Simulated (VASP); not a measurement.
# Cr (I4_1/amd) in VASP: single point with PBE

Aim: the single point of Cr with PBE.

Everything below comes from runs of VASP 6.6.1. Logs are shortened: lines on timing, memory, paths and dates and some standing lists are left out, and cuts for length are marked.

**1. The cell of the first run**

It takes space group I4_1/amd (No. 141, tetragonal). The conventional cell has a = 4.494 Å, b = 4.494 Å, c = 2.437 Å, α = 90.00°, β = 90.00°, γ = 90.00°. Within 3.1 Å of Cr (site symmetry -4m2) lie 10 Cr at 2.33 to 2.90 Å.

**2. Single point, PBE, collinear spin, ferromagnetic start**

The input, INCAR:

```
SYSTEM = Cr
PREC = Accurate ; ENCUT = 520
EDIFF = 1E-7 ; ISMEAR = -1
SIGMA = 0.08 ; LREAL = .FALSE.
LASPH = .TRUE. ; NELM = 150
ALGO = Normal ; ISIF = 2
LWAVE = .FALSE. ; LCHARG = .TRUE.
ISPIN = 2 ; MAGMOM = 2 2
LORBIT = 11 ; LMAXMIX = 4
GGA = PE ; LELF = .TRUE.
LVHAR = .TRUE. ; NBANDS = 23
```

The input, KPOINTS:

```
Automatic mesh
0
G
  18 18 18
  0 0 0
```

The input, POSCAR:

```
Cr
1.0
   -2.2467800508      2.2467800508      1.2186824719
    2.2467800508     -2.2467800508      1.2186824719
    2.2467800508      2.2467800508     -1.2186824719
Cr
2
Direct
   -0.3750000000     -0.1250000000     -0.2500000000
    0.3750000000      0.1250000000      0.2500000000
```

Potentials or basis: VASP PAW PBE potentials, release 64 (Cr_pv).

Run with:

```
> cat potpaw_PBE.64/Cr_pv/POTCAR > POTCAR
> mpirun -np 1 vasp_std > vasp.out
```

OUTCAR:

```text
SYSTEM = Cr
   PREC = Accurate
   ENCUT = 520
   EDIFF = 1E-7
   ISMEAR = -1
   LREAL = .FALSE.
   LASPH = .TRUE.
   NELM = 150
   ISIF = 2
   ISPIN = 2
   LORBIT = 11
   GGA = PE

 ion  position               nearest neighbor table
   1  0.625  0.875  0.750-   2 2.33   2 2.33   2 2.33   2 2.33   2 2.90   2 2.90   2 2.90   2 2.90

   2  0.375  0.125  0.250-   1 2.33   1 2.33   1 2.33   1 2.33   1 2.90   1 2.90   1 2.90   1 2.90

  LATTYP: Found a body centered tetragonal cell.
 ALAT       =     4.4935601016
 C/A-ratio  =     0.5424128951

  Lattice vectors:

 A1 = (  -2.2467800508,   2.2467800508,   1.2186824719)
 A2 = (   2.2467800508,  -2.2467800508,   1.2186824719)
 A3 = (   2.2467800508,   2.2467800508,  -1.2186824719)

Analysis of symmetry for initial positions (statically):
=====================================================================
 Subroutine PRICEL returns:
 Original cell was already a primitive cell.

 Routine SETGRP: Setting up the symmetry group for a
 body centered tetragonal supercell.

 Subroutine GETGRP returns: Found 16 space group operations
 (whereof  4 operations were pure point group operations)
 out of a pool of 16 trial point group operations.

The static configuration has the point symmetry C_2h.
 The point group associated with its full space group is D_4h.

Analysis of symmetry for dynamics (positions and initial velocities):
=====================================================================
 Subroutine PRICEL returns:
 Original cell was already a primitive cell.

 Routine SETGRP: Setting up the symmetry group for a
 body centered tetragonal supercell.

 Subroutine GETGRP returns: Found 16 space group operations
 (whereof  4 operations were pure point group operations)
 out of a pool of 16 trial point group operations.

The dynamic configuration has the point symmetry C_2h.
 The point group associated with its full space group is D_4h.

Analysis of structural, dynamic, and magnetic symmetry:
=====================================================================
 Subroutine PRICEL returns:
 Original cell was already a primitive cell.

 Routine SETGRP: Setting up the symmetry group for a
 body centered tetragonal supercell.

 Subroutine GETGRP returns: Found 16 space group operations
 (whereof  4 operations were pure point group operations)
 out of a pool of 16 trial point group operations.

The overall configuration has the point symmetry C_2h.
 The point group associated with its full space group is D_4h.

 Subroutine INISYM returns: Found 16 space group operations
 (whereof  4 operations are pure point group operations),
 and found     1 'primitive' translations

----------------------------------------------------------------------------------------

                                     Primitive cell

  volume of cell :      24.6077

  direct lattice vectors                    reciprocal lattice vectors
    -2.246780051  2.246780051  1.218682472     0.000000000  0.222540698  0.410279143
     2.246780051 -2.246780051  1.218682472     0.222540698  0.000000000  0.410279143
     2.246780051  2.246780051 -1.218682472     0.222540698  0.222540698  0.000000000

  length of vectors
     3.403120356  3.403120356  3.403120356     0.466747616  0.466747616  0.314720073

  position of ions in fractional coordinates (direct lattice)
     0.625000000  0.875000000  0.750000000
     0.375000000  0.125000000  0.250000000

  ion indices of the primitive-cell ions
   primitive index   ion index
                 1           1
                 2           2

----------------------------------------------------------------------------------------

 KPOINTS: Automatic mesh

Automatic generation of k-mesh.
 Grid dimensions read from file:
 generate k-points for:   18   18   18

 Generating k-lattice:

  Cartesian coordinates                     Fractional coordinates (reciprocal lattice)
     0.000000000  0.012363372  0.022793286     0.055555556  0.000000000 -0.000000000
     0.012363372  0.000000000  0.022793286     0.000000000  0.055555556 -0.000000000
     0.012363372  0.012363372  0.000000000     0.000000000  0.000000000  0.055555556

  Length of vectors
     0.025930423  0.025930423  0.017484448

  Shift w.r.t. Gamma in fractional coordinates (k-lattice)
     0.000000000  0.000000000  0.000000000

 Subroutine IBZKPT returns following result:
 ===========================================

 Found    480 irreducible k-points:

 Following reciprocal coordinates:
            Coordinates               Weight
  0.000000  0.000000  0.000000      1.000000
  0.055556  0.000000  0.000000      8.000000
  0.111111  0.000000  0.000000      8.000000
  0.166667 -0.000000  0.000000      8.000000
  0.222222  0.000000  0.000000      8.000000
  0.277778  0.000000 -0.000000      8.000000
[... 16 lines left out ...]
 -0.277778  0.055556  0.000000     16.000000
 -0.222222  0.055556  0.000000     16.000000
 [... further k-points ...]
   k-points           NKPTS =    480   k-points in BZ     NKDIM =    480   number of bands    NBANDS=     23
   number of dos      NEDOS =    301   number of ions     NIONS =      2
   total plane-waves  NPLWV =  21952
   dimension x,y,z NGX =    28 NGY =   28 NGZ =   28
   dimension x,y,z NGXF=    56 NGYF=   56 NGZF=   56
   ions per type =               2
   NGX,Y,Z   is equivalent  to a cutoff of  13.68, 13.68, 13.68 a.u.
   NGXF,Y,Z  is equivalent  to a cutoff of  27.36, 27.36, 27.36 a.u.
 SYSTEM =  Cr
   PREC   = accura    normal or accurate (medium, high low for compatibility)
   ISTART =      0    job   : 0-new  1-cont  2-samecut
   ICHARG =      2    charge: 1-file 2-atom 10-const
   ISPIN  =      2    spin polarized calculation?
   LNONCOLLINEAR =      F non collinear calculations
   LSORBIT =      F    spin-orbit coupling
   LASPH  =      T    aspherical Exc in radial PAW
   ENCUT  =  520.0 eV  38.22 Ry    6.18 a.u.   6.33  6.33  6.33*2*pi/ulx,y,z
   NELM   =    150;   NELMIN=  2; NELMDL= -5     # of ELM steps
   EDIFF  = 0.1E-06   stopping-criterion for ELM
   LREAL  =      F    real-space projection
   EDIFFG = 0.1E-05   stopping-criterion for IOM
   NSW    =      0    number of steps for IOM
   IBRION =     -1    ionic relax: 0-MD 1-quasi-New 2-CG
   NFREE  =      0    steps in history (QN), initial steepest desc. (CG)
   ISIF   =      2    stress and relaxation
   ISYM   =      2    0-nonsym 1-usesym 2-fastsym
   POTIM  = 0.5000    time-step for ionic-motion
   TEBEG  =    0.0;   TEEND  =   0.0 temperature during run
   PSTRESS=    0.0 pullay stress
   NELECT =      24.0000    total number of electrons
   NUPDOWN=      -1.0000    fix difference up-down
   EMIN   =  10.00;   EMAX   =-10.00  energy-range for DOS
   EFERMI =   0.00;   METHOD = LEGACY
   ISMEAR =    -1;   SIGMA  =   0.08  broadening in eV -4-tet -1-fermi 0-gaus
   EFERMI_NEDOS =   21; number of points for ismear=-14 and -15
   IALGO  =     38    algorithm
   IMIX   =      4    mixing-type and parameters
     AMIX     =   0.40;   BMIX     =  1.00
     AMIX_MAG =   1.60;   BMIX_MAG =  1.00
  volume/ion in A,a.u.               =      12.30        83.03
  Fermi-wavevector in a.u.,A,eV,Ry     =   1.623509  3.067987 35.861982  2.635781
  Thomas-Fermi vector in A             =   2.716947
   LORBIT       =     11    0 simple, 1 ext, 2 COOP (PROOUT), +10 PAW based schemes
   GGA     = PE    functional components
   LHFCALC =     F    Hartree Fock is set to
   AEXX    =    0.0000 exact exchange contribution
   IVDW    =     0    specifies the selected vdW correction
   LEPSILON=     F    determine dielectric tensor
   LRPA    =     F    only Hartree local field effects (RPA)
 spin polarized calculation
  energy-cutoff  :      520.00
  volume of cell :       24.61
 maximum number of plane-waves:       685
 NGX is ok and might be reduce to    28
   NGX = 13   NGY = 13   NGZ = 13

 number of electron      23.9999996 magnetization      -0.0026320

 number of electron      23.9999996 magnetization       0.0000563

 Free energy of the ion-electron system (eV)
  ---------------------------------------------------
  ext. energy  EPLUGINS =         0.00000000
  ---------------------------------------------------
  free energy    TOTEN  =       -17.60618891 eV

  energy without entropy =      -17.54856611  energy(sigma->0) =      -17.57737751

 E-fermi :  10.2244     XC(G=0): -13.2184

 val. band max:       10.2223259825   @ k =  -0.3889   0.2222   0.0556
 cond. band min:      10.2268436014   @ k =  -0.2778  -0.3333   0.0556
 fundamental gap:      0.0045176188
 Fermi energy:        10.2244144689

 spin component 1

 k-point     1 :       0.0000    0.0000    0.0000
  band No.  band energies     occupation
      1     -33.1969      1.00000
      2     -33.1969      1.00000
      3     -32.3965      1.00000
      4     -32.3852      1.00000
      5     -32.3194      1.00000
      6     -32.3194      1.00000
[... 15 lines left out ...]
     22      24.1362      0.00000
     23      27.2486      0.00000

 k-point     2 :       0.0556    0.0000    0.0000
  band No.  band energies     occupation
      1     -33.1948      1.00000
      2     -33.1869      1.00000
      3     -32.4205      1.00000
      4     -32.4083      1.00000
      5     -32.3225      1.00000
      6     -32.3178      1.00000
[... 15 lines left out ...]
     22      24.2108      0.00000
     23      27.2585      0.00000

 k-point     3 :       0.1111    0.0000    0.0000
  band No.  band energies     occupation
      1     -33.1888      1.00000
      2     -33.1582      1.00000
      3     -32.4868      1.00000
      4     -32.4723      1.00000
      5     -32.3353      1.00000
      6     -32.3133      1.00000
[... 15 lines left out ...]
     22      24.4497      0.00000
     23      27.2833      0.00000
[... 495 lines left out ...]
 k-point    23 :      -0.2778    0.0556    0.0000
  band No.  band energies     occupation
      1     -33.1706      1.00000
      2     -33.0267      1.00000
      3     -32.7329      1.00000
      4     -32.6501      1.00000
      5     -32.4339      1.00000
      6     -32.2985      1.00000
[... 15 lines left out ...]
     22      25.3403      0.00000
     23      26.0975      0.00000

 k-point    24 :      -0.2222    0.0556    0.0000
  band No.  band energies     occupation
      1     -33.1808      1.00000
      2     -33.0764      1.00000
      3     -32.6101      1.00000
      4     -32.5571      1.00000
      5     -32.3908      1.00000
      6     -32.3070      1.00000
[... 15 lines left out ...]
     22      25.2899      0.00000
     23      27.3809      0.00000

 [... further k-points ...]

 spin component 2

 k-point     1 :       0.0000    0.0000    0.0000
  band No.  band energies     occupation
      1     -33.1969      1.00000
      2     -33.1969      1.00000
      3     -32.3965      1.00000
      4     -32.3852      1.00000
      5     -32.3194      1.00000
      6     -32.3194      1.00000
[... 15 lines left out ...]
     22      24.1362      0.00000
     23      27.2487      0.00000

 k-point     2 :       0.0556    0.0000    0.0000
  band No.  band energies     occupation
      1     -33.1948      1.00000
      2     -33.1868      1.00000
      3     -32.4204      1.00000
      4     -32.4082      1.00000
      5     -32.3225      1.00000
      6     -32.3178      1.00000
[... 15 lines left out ...]
     22      24.2109      0.00000
     23      27.2585      0.00000

 k-point     3 :       0.1111    0.0000    0.0000
  band No.  band energies     occupation
      1     -33.1888      1.00000
      2     -33.1581      1.00000
      3     -32.4868      1.00000
      4     -32.4722      1.00000
      5     -32.3353      1.00000
      6     -32.3132      1.00000
[... 15 lines left out ...]
     22      24.4497      0.00000
     23      27.2833      0.00000
[... 495 lines left out ...]
 k-point    23 :      -0.2778    0.0556    0.0000
  band No.  band energies     occupation
      1     -33.1706      1.00000
      2     -33.0266      1.00000
      3     -32.7328      1.00000
      4     -32.6501      1.00000
      5     -32.4339      1.00000
      6     -32.2985      1.00000
[... 15 lines left out ...]
     22      25.3403      0.00000
     23      26.0976      0.00000

 k-point    24 :      -0.2222    0.0556    0.0000
  band No.  band energies     occupation
      1     -33.1807      1.00000
      2     -33.0764      1.00000
      3     -32.6101      1.00000
      4     -32.5571      1.00000
      5     -32.3908      1.00000
      6     -32.3070      1.00000
[... 15 lines left out ...]
     22      25.2900      0.00000
     23      27.3809      0.00000

 [... further k-points ...]

------------------------ aborting loop because EDIFF is reached ----------------------------------------

  FORCE on cell =-STRESS in cart. coord.  units (eV):
  Direction    XX          YY          ZZ          XY          YZ          ZX
  --------------------------------------------------------------------------------------
  -------------------------------------------------------------------------------------
  Total        0.0938304      0.0938304      0.0562954      0.0000000     -0.0000000     -0.0000000
  in kB        6.1091764      6.1091764      3.6653226      0.0000000     -0.0000000     -0.0000000
  external PRESSURE =       5.2945585 kB  Pullay stress =       0.0000000 kB

 VOLUME and BASIS-vectors are now :
 -----------------------------------------------------------------------------
  energy-cutoff  :      520.00
  volume of cell :       24.61
      direct lattice vectors                 reciprocal lattice vectors
    -2.246780051  2.246780051  1.218682472     0.000000000  0.222540698  0.410279143
     2.246780051 -2.246780051  1.218682472     0.222540698  0.000000000  0.410279143
     2.246780051  2.246780051 -1.218682472     0.222540698  0.222540698  0.000000000

 POSITION                                       TOTAL-FORCE (eV/Angst)
 -----------------------------------------------------------------------------------
      2.24678      1.12339      0.91401        -0.000000      0.000000     -0.000000
      0.00000      1.12339      0.30467         0.000000     -0.000000      0.000000
 -----------------------------------------------------------------------------------
    total drift:                                0.000000      0.000000     -0.000000

  FREE ENERGIE OF THE ION-ELECTRON SYSTEM (eV)
  ---------------------------------------------------
  free  energy   TOTEN  =       -17.6061889104 eV

  energy  without entropy=      -17.5485661078  energy(sigma->0) =      -17.57737751

 total charge

# of ion       s       p       d       tot
------------------------------------------
    1        0.432   6.328   4.322  11.082
    2        0.432   6.328   4.322  11.082
--------------------------------------------------
tot          0.863  12.656   8.644  22.163

 magnetization (x)

# of ion       s       p       d       tot
------------------------------------------
    1       -0.000   0.000   0.000   0.000
    2       -0.000   0.000   0.000   0.000
--------------------------------------------------
tot         -0.000   0.000   0.000   0.000
```

Run time: 13 min. Hardware: 1 thread of Intel Xeon Platinum 8488C (Sapphire Rapids), shared host; peak memory 0.46 GiB.

Results:

| Property | Result |
| --- | --- |
| Free energy | -17.6062 eV |
| Pressure | 0.5 GPa |
| Band gap on the k mesh | zero (filled and empty bands overlap) |
| Net moment | 0.00 μB per cell |
| Valence electrons inside the program's atomic spheres | Cr 11.08 |

Stress tensor (GPa, compression positive):
```
0.61 0.00 0.00
0.00 0.61 0.00
0.00 0.00 0.37
```

Caveat: an empty level that is flat over the whole mesh can mark a ghost state of the potentials, or a narrow d or f band; the moments typed at the start vanished in this run.
